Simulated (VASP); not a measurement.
Runs of VASP 6.6.1 on LaRe. The structure is that of space group Pm-3m (No. 221), or close to it. The cells are those of the table. 

```tsv
level	potentials or basis	cell	smearing	gap on the mesh (eV)	pressure (GPa)
LDA	VASP PAW LDA potentials, release 64 (La, Re)	a = 3.573 Å, 2 atoms	fermi-dirac 0.15 eV	none	-6.0
r2SCAN	VASP PAW PBE potentials, release 64 (La, Re)	a = 3.655 Å, 2 atoms	gaussian 0.05 eV	none	-5.7
r2SCAN	VASP PAW PBE potentials, release 64 (La, Re)	a = 3.597 Å, 2 atoms	gaussian 0.05 eV	none	(b)
r2SCAN	VASP PAW PBE potentials, release 64 (La, Re)	a = 3.573 Å, 2 atoms	gaussian 0.05 eV	none	-0.2
r2SCAN	VASP PAW PBE potentials, release 64 (La, Re)	a = 3.620 Å, 2 atoms	gaussian 0.05 eV	none	-3.6
r2SCAN	VASP PAW PBE potentials, release 64 (La, Re)	a = 3.573 Å, 2 atoms	tetrahedron	none	(a)
r2SCAN	VASP PAW PBE potentials, release 64 (La, Re)	a = 3.573 Å, 2 atoms	methfessel-paxton 0.01 eV	none	-0.2
```

Alike in all rows: task single point; no spin polarisation; k mesh 10 × 10 × 10; cutoff (eV) 520.

Estimate the missing entries.

(a) 0.0; (b) -2.0.

Caveats: spin-orbit coupling is left out, which moves the levels of the heavy elements; the PAW data sets were made with another functional, which shifts forces and pressure a little (at least some runs); the cell stands under tension (at least some runs); tetrahedron occupations give inexact forces and stress in metals (at least some runs).

A k mesh can miss the band edges, and the runs leave out spin-orbit coupling on La, Re.

A gap of «none» marks levels without a gap at the run's occupations.
